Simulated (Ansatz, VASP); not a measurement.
## Two plane-wave programs on BiTe

```
Bi Te
1.0
     0.02831    3.23500    3.23500
     3.23500    0.02831    3.23500
     3.26331    3.26331    0.00000
Bi Te
1 1
Direct
  0.00000 0.00000 0.00000
  0.50000 0.50000 0.50000
```

Change from the starting cell: strain +0.0175 x Voigt [0, 0, 0, 0, 0, 1], atoms carried along.

Alike in both runs: task single point; functional PBE; k mesh 14 × 14 × 14; occupations gaussian, width 0.15 eV; no spin polarisation.

|  | VASP | Ansatz |
| --- | --- | --- |
| version | VASP 6.6.1 | Ansatz 0.2.0 |
| potentials or method | VASP PAW PBE potentials, release 64 (Bi_d, Te), cutoff 520 eV | scalar-relativistic, plane waves, PAW |
| valence electrons in the cell | 21 | 31 |

|  | VASP | Ansatz | Ansatz less VASP |
| --- | --- | --- | --- |
| gap on the k mesh at the Fermi level (eV) | none | none | - |
| pressure (GPa) | 0.7 | 0.8 | +0.08 |

A gap of «none» marks a metal or a gap that the smearing closes. VASP's potentials hold 21 valence electrons a cell and Ansatz's 31, so a difference there can come from the potentials and not from the codes.

Spin-orbit coupling is off throughout.
